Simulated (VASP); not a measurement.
# SrTiO3 (P1) in VASP: single point with r2SCAN

Aim: the single point of SrTiO3 with r2SCAN.

All numbers are computed with VASP 6.6.1; they aren't measurements. Logs are shortened: lines on timing, memory, paths and dates and some standing lists are left out, and cuts for length are marked.

## 1. The cell of the first run

The typed cell holds 20 atoms: a = 5.954 Å, b = 5.954 Å, c = 8.459 Å, α = 90.00°, β = 90.00°, γ = 90.00°.

## 2. Single point, r2SCAN

The input, POSCAR:

```
SrTiO3
1.0
    5.9540520000      0.0000000000      0.0000000000
    0.0000000000      5.9540520000      0.0000000000
    0.0000000000      0.0000000000      8.4585870000
Sr Ti O
4 4 12
Direct
   -0.0347998304      0.5513556146      0.2713928461
    0.4607450523      0.0270572041      0.2981585459
    0.5403714983      0.0340776332      0.7908885964
    0.0525020608      0.4437146333      0.7335858814
   -0.0540976129     -0.0240340528      0.0042205631
   -0.0407453613     -0.0121933769      0.5239764041
    0.4258444501      0.5256756239      0.4295398274
    0.5033043044      0.4650614405     -0.0232308304
    0.7008000602      0.1989401503      0.5101206620
    0.2797758568      0.2409787486     -0.0453267195
    0.2227558644      0.3322779176      0.4855066219
    0.7688041690      0.2984690090     -0.0342019299
    0.0324484905     -0.0476314281      0.7131096482
   -0.0406949755      0.0427440002      0.1905164539
    0.2222855964      0.7792172457     -0.0122242639
    0.6768667791      0.7346761500      0.4154121723
    0.7331645743      0.7341219056     -0.0056865290
    0.2210595406      0.7781255521      0.4814161041
    0.5069992671      0.4668753313      0.2128606114
    0.4311349649      0.5251045842      0.7528917064
```

The input, INCAR.step1:

```
PREC = Accurate ; ENCUT = 520
ISMEAR = -1 ; SIGMA = 0.36
LREAL = Auto ; LASPH = True
NELM = 80 ; NBANDS = 96
GGA = PE ; ALGO = Normal
EDIFF = 1E-4 ; LWAVE = True
LCHARG = False
```

The input, INCAR.step2:

```
PREC = Accurate ; ENCUT = 520
EDIFF = 1E-7 ; ISMEAR = -1
SIGMA = 0.36 ; LREAL = Auto
LASPH = True ; NELM = 80
ALGO = Normal ; ISIF = 2
LWAVE = False ; LCHARG = True
METAGGA = R2SCAN ; LMIXTAU = True
LELF = True ; LVHAR = True
NBANDS = 96 ; ISTART = 1
```

The input, KPOINTS:

```
Automatic mesh
0
Gamma
  2 2 2
```

Potentials or basis: VASP PAW PBE potentials, release 64 (Sr_sv, Ti_sv, O).

Command:

```sh
$ cat potpaw_PBE.64/Sr_sv/POTCAR potpaw_PBE.64/Ti_sv/POTCAR potpaw_PBE.64/O/POTCAR > POTCAR
$ cp INCAR.step1 INCAR
$ mpirun -np 1 vasp_std > vasp.out
$ cp INCAR.step2 INCAR
$ mpirun -np 1 vasp_std > vasp.out
```

OUTCAR:

```text
PREC = Accurate
   ENCUT = 520
   EDIFF = 1E-7
   ISMEAR = -1
   LREAL = Auto
   LASPH = True
   NELM = 80
   ISIF = 2
   METAGGA = R2SCAN
   ISTART = 1

 ion  position               nearest neighbor table
   1  0.965  0.551  0.271-  16 2.37  18 2.70  11 2.71  19 2.82  17 2.93  14 3.00   7 3.06  14 3.10
                            15 3.15  12 3.21  19 3.30   9 3.31   6 3.36   5 3.39   7 3.48   8 3.75
   2  0.461  0.027  0.298-  16 2.38   9 2.51  18 2.58  19 2.73  11 2.80  14 3.11  14 3.12   7 3.18
                             7 3.19  15 3.33  10 3.35  19 3.42  17 3.50   6 3.54   6 3.55   8 3.78
   3  0.540  0.034  0.791-  10 2.42  12 2.55  17 2.73   9 2.74  15 2.94  20 3.01   8 3.02   5 3.03
                            13 3.04  20 3.12  13 3.13   6 3.38   8 3.74   4 3.82   4 3.93   5 3.99
   4  0.053  0.444  0.734-  20 2.31  11 2.42  10 2.60  12 2.73  13 2.93  13 3.04  18 3.09  15 3.10
                             9 3.18   6 3.29   8 3.38  17 3.39   7 3.43   5 3.66   6 3.73   3 3.82
   5  0.946  0.976  0.004-  14 1.63  17 1.92  15 2.02  12 2.21   3 3.03   1 3.39   4 3.66   2 3.82
                             2 3.96   4 3.96   3 3.99
   6  0.959  0.988  0.524-  13 1.67   9 1.99  18 2.03  16 2.44   4 3.29   1 3.36   3 3.38   2 3.54
                             2 3.55   4 3.73   1 3.98
   7  0.426  0.526  0.430-  11 1.74  19 1.93  16 1.95  18 1.98   1 3.06   2 3.18   2 3.19   4 3.43
                             1 3.48
   8  0.503  0.465  0.977-  12 1.87  10 1.89  20 1.97  19 2.00  17 2.11   3 3.02   4 3.38   3 3.74
                             1 3.75   2 3.78   4 3.87
   9  0.701  0.199  0.510-   6 1.99   2 2.51   3 2.74   4 3.18   1 3.31
  10  0.280  0.241  0.955-   8 1.89   3 2.42   4 2.60   2 3.35
  11  0.223  0.332  0.486-   7 1.74   4 2.42   1 2.71   2 2.80
  12  0.769  0.298  0.966-   8 1.87   5 2.21   3 2.55   4 2.73   1 3.21
  13  0.032  0.952  0.713-   6 1.67   4 2.93   4 3.04   3 3.04   3 3.13
  14  0.959  0.043  0.191-   5 1.63   1 3.00   1 3.10   2 3.11   2 3.12
  15  0.222  0.779  0.988-   5 2.02   3 2.94   4 3.10   1 3.15   2 3.33
  16  0.677  0.735  0.415-   7 1.95   1 2.37   2 2.38   6 2.44
  17  0.733  0.734  0.994-   5 1.92   8 2.11   3 2.73   1 2.93   4 3.39   2 3.50
  18  0.221  0.778  0.481-   7 1.98   6 2.03   2 2.58   1 2.70   4 3.09
  19  0.507  0.467  0.213-   7 1.93   8 2.00   2 2.73   1 2.82   1 3.30   2 3.42
  20  0.431  0.525  0.753-   8 1.97   4 2.31   3 3.01   3 3.12

  LATTYP: Found a simple tetragonal cell.
 ALAT       =     5.9540520000
 C/A-ratio  =     1.4206437901

  Lattice vectors:

 A1 = (   5.9540520000,   0.0000000000,   0.0000000000)
 A2 = (   0.0000000000,   5.9540520000,   0.0000000000)
 A3 = (   0.0000000000,   0.0000000000,   8.4585870000)

Analysis of symmetry for initial positions (statically):
=====================================================================
 Subroutine PRICEL returns:
 Original cell was already a primitive cell.

 Routine SETGRP: Setting up the symmetry group for a
 simple tetragonal supercell.

 Subroutine GETGRP returns: Found  1 space group operations
 (whereof  1 operations were pure point group operations)
 out of a pool of 16 trial point group operations.

The static configuration has the point symmetry C_1 .

Analysis of symmetry for dynamics (positions and initial velocities):
=====================================================================
 Subroutine PRICEL returns:
 Original cell was already a primitive cell.

 Routine SETGRP: Setting up the symmetry group for a
 simple tetragonal supercell.

 Subroutine GETGRP returns: Found  1 space group operations
 (whereof  1 operations were pure point group operations)
 out of a pool of 16 trial point group operations.

The dynamic configuration has the point symmetry C_1 .

 Subroutine INISYM returns: Found  1 space group operations
 (whereof  1 operations are pure point group operations),
 and found     1 'primitive' translations

----------------------------------------------------------------------------------------

                                     Primitive cell

  volume of cell :     299.8631

  direct lattice vectors                    reciprocal lattice vectors
     5.954052000  0.000000000  0.000000000     0.167952850  0.000000000  0.000000000
     0.000000000  5.954052000  0.000000000     0.000000000  0.167952850  0.000000000
     0.000000000  0.000000000  8.458587000     0.000000000  0.000000000  0.118223055

  length of vectors
     5.954052000  5.954052000  8.458587000     0.167952850  0.167952850  0.118223055
[... 47 lines left out ...]

 KPOINTS: Automatic mesh

Automatic generation of k-mesh.
 Grid dimensions read from file:
 generate k-points for:    2    2    2

 Generating k-lattice:

  Cartesian coordinates                     Fractional coordinates (reciprocal lattice)
     0.083976425  0.000000000  0.000000000     0.500000000  0.000000000  0.000000000
     0.000000000  0.083976425  0.000000000     0.000000000  0.500000000  0.000000000
     0.000000000  0.000000000  0.059111528     0.000000000  0.000000000  0.500000000

  Length of vectors
     0.083976425  0.083976425  0.059111528

  Shift w.r.t. Gamma in fractional coordinates (k-lattice)
     0.000000000  0.000000000  0.000000000

 Subroutine IBZKPT returns following result:
 ===========================================

 Found      8 irreducible k-points:

 Following reciprocal coordinates:
            Coordinates               Weight
  0.000000  0.000000  0.000000      1.000000
  0.500000  0.000000  0.000000      1.000000
  0.000000  0.500000  0.000000      1.000000
  0.500000  0.500000  0.000000      1.000000
  0.000000  0.000000  0.500000      1.000000
  0.500000  0.000000  0.500000      1.000000
  0.000000  0.500000  0.500000      1.000000
  0.500000  0.500000  0.500000      1.000000
   k-points           NKPTS =      8   k-points in BZ     NKDIM =      8   number of bands    NBANDS=     96
   number of dos      NEDOS =    301   number of ions     NIONS =     20
   total plane-waves  NPLWV = 147456
   dimension x,y,z NGX =    48 NGY =   48 NGZ =   64
   dimension x,y,z NGXF=    96 NGYF=   96 NGZF=  128
   ions per type =               4   4  12
   NGX,Y,Z   is equivalent  to a cutoff of  13.40, 13.40, 12.58 a.u.
   NGXF,Y,Z  is equivalent  to a cutoff of  26.80, 26.80, 25.16 a.u.
 SYSTEM =  unknown system
   PREC   = accura    normal or accurate (medium, high low for compatibility)
   ISTART =      1    job   : 0-new  1-cont  2-samecut
   ICHARG =      0    charge: 1-file 2-atom 10-const
   ISPIN  =      1    spin polarized calculation?
   LNONCOLLINEAR =      F non collinear calculations
   LSORBIT =      F    spin-orbit coupling
   LASPH  =      T    aspherical Exc in radial PAW
   ENCUT  =  520.0 eV  38.22 Ry    6.18 a.u.  11.07 11.07 15.73*2*pi/ulx,y,z
   NELM   =     80;   NELMIN=  2; NELMDL=  0     # of ELM steps
   EDIFF  = 0.1E-06   stopping-criterion for ELM
   LREAL  =      T    real-space projection
   EDIFFG = 0.1E-05   stopping-criterion for IOM
   NSW    =      0    number of steps for IOM
   IBRION =     -1    ionic relax: 0-MD 1-quasi-New 2-CG
   NFREE  =      0    steps in history (QN), initial steepest desc. (CG)
   ISIF   =      2    stress and relaxation
   ISYM   =      2    0-nonsym 1-usesym 2-fastsym
   POTIM  = 0.5000    time-step for ionic-motion
   TEBEG  =    0.0;   TEEND  =   0.0 temperature during run
   PSTRESS=    0.0 pullay stress
   NELECT =     160.0000    total number of electrons
   NUPDOWN=      -1.0000    fix difference up-down
   EMIN   =  10.00;   EMAX   =-10.00  energy-range for DOS
   EFERMI =   0.00;   METHOD = LEGACY
   ISMEAR =    -1;   SIGMA  =   0.36  broadening in eV -4-tet -1-fermi 0-gaus
   EFERMI_NEDOS =   21; number of points for ismear=-14 and -15
   IALGO  =     38    algorithm
   IMIX   =      4    mixing-type and parameters
     AMIX     =   0.40;   BMIX     =  1.00
     AMIX_MAG =   1.60;   BMIX_MAG =  1.00
  volume/ion in A,a.u.               =      14.99       101.18
  Fermi-wavevector in a.u.,A,eV,Ry     =   1.327824  2.509223 23.988652  1.763116
  Thomas-Fermi vector in A             =   2.457107
   LORBIT       =      0    0 simple, 1 ext, 2 COOP (PROOUT), +10 PAW based schemes
   METAGGA = R2SCAN    functional components
   LHFCALC =     F    Hartree Fock is set to
   AEXX    =    0.0000 exact exchange contribution
   IVDW    =     0    specifies the selected vdW correction
   LEPSILON=     F    determine dielectric tensor
   LRPA    =     F    only Hartree local field effects (RPA)
 non-spin polarized calculation
  energy-cutoff  :      520.00
  volume of cell :      299.86
 maximum number of plane-waves:      8112
 NGX is ok and might be reduce to    48
   NGX = 23   NGY = 23   NGZ = 31

 number of electron     160.0000001 magnetization

 Free energy of the ion-electron system (eV)
  ---------------------------------------------------
  ext. energy  EPLUGINS =         0.00000000
  ---------------------------------------------------
  free energy    TOTEN  =      -242.85925755 eV

  energy without entropy =     -241.90558371  energy(sigma->0) =     -242.38242063

 E-fermi :   3.5519     XC(G=0): -10.5163

 val. band max:        2.7627868311   @ k =   0.0000   0.0000   0.0000
 cond. band min:       4.3050752984   @ k =   0.0000   0.0000   0.0000
 fundamental gap:      1.5422884673
 Fermi energy:         3.5518761988

 k-point     1 :       0.0000    0.0000    0.0000
  band No.  band energies     occupation
      1     -57.0876      2.00000
      2     -56.9514      2.00000
      3     -56.2227      2.00000
      4     -56.0870      2.00000
      5     -32.6689      2.00000
      6     -32.6201      2.00000
[... 749 lines left out ...]
     91       6.2631      0.00107
     92       6.4348      0.00067
 [bands above 92 left out]

------------------------ aborting loop because EDIFF is reached ----------------------------------------

  FORCE on cell =-STRESS in cart. coord.  units (eV):
  Direction    XX          YY          ZZ          XY          YZ          ZX
  --------------------------------------------------------------------------------------
  -------------------------------------------------------------------------------------
  Total      -20.6271076    -14.9104031     -3.5594544      2.7130519      3.5157969     -0.5130718
  in kB     -110.2112301    -79.6667133    -19.0182674     14.4959144     18.7850038     -2.7413573
  external PRESSURE =     -69.6320703 kB  Pullay stress =       0.0000000 kB

 VOLUME and BASIS-vectors are now :
 -----------------------------------------------------------------------------
  energy-cutoff  :      520.00
  volume of cell :      299.86
      direct lattice vectors                 reciprocal lattice vectors
     5.954052000  0.000000000  0.000000000     0.167952850  0.000000000  0.000000000
     0.000000000  5.954052000  0.000000000     0.000000000  0.167952850  0.000000000
     0.000000000  0.000000000  8.458587000     0.000000000  0.000000000  0.118223055

 POSITION                                       TOTAL-FORCE (eV/Angst)
 -----------------------------------------------------------------------------------
      5.74685      3.28280      2.29560        -1.021019     -0.707050     -1.943323
      2.74330      0.16110      2.52200         0.016729      0.362685     -1.336751
      3.21740      0.20290      6.68980        -1.783481     -1.456307     -0.810017
      0.31260      2.64190      6.20510        -0.439250      1.091138      1.682268
      5.63195      5.81095      0.03570         2.990296     -2.278735     -3.499637
      5.71145      5.88145      4.43210        -1.431676      0.466207     -3.156581
[... 12 lines left out ...]
      3.01870      2.77980      1.80050        -1.629044     -0.434839      1.893317
      2.56700      3.12650      6.36840         1.800059      0.119522      0.484503
 -----------------------------------------------------------------------------------
    total drift:                               -0.006633     -0.005076      0.016345

  FREE ENERGIE OF THE ION-ELECTRON SYSTEM (eV)
  ---------------------------------------------------
  free  energy   TOTEN  =      -242.8592575459 eV

  energy  without entropy=     -241.9055837106  energy(sigma->0) =     -242.38242063
```

Run time: 16 min. Hardware: 1 thread of Intel Xeon Platinum 8488C (Sapphire Rapids), shared host; peak memory 0.5 GiB.

Results:

- Free energy: -242.8593 eV
- Pressure: -7.0 GPa
- Largest force: 5.483 eV/Å
- Band gap on the k mesh: 1.54 eV

Forces on the atoms (eV/Å):
```
Sr  -1.021 -0.707 -1.943
Sr   0.017  0.363 -1.337
Sr  -1.783 -1.456 -0.810
Sr  -0.439  1.091  1.682
Ti   2.990 -2.279 -3.500
Ti  -1.432  0.466 -3.157
Ti   3.587  2.239  0.985
Ti  -1.038  1.614 -1.332
O    1.704 -0.591  0.262
O    0.244  0.505  0.640
O   -2.216 -3.187 -0.666
O   -0.126 -1.976 -1.096
O   -1.379  0.897  2.235
O    0.203  0.615  5.444
O   -1.244  0.230  0.885
O    1.791  0.570  1.937
O    0.413  2.237 -0.247
O   -0.442 -0.315 -2.362
O   -1.629 -0.435  1.893
O    1.800  0.120  0.485
```

Caveat: the k points lie up to 0.53 Å⁻¹ apart; the atoms stand as in a frame of molecular dynamics; so wide a smearing shifts energies and pressures; the PAW data sets were made with another functional, which shifts forces and pressure a little. A k mesh can miss the band edges.
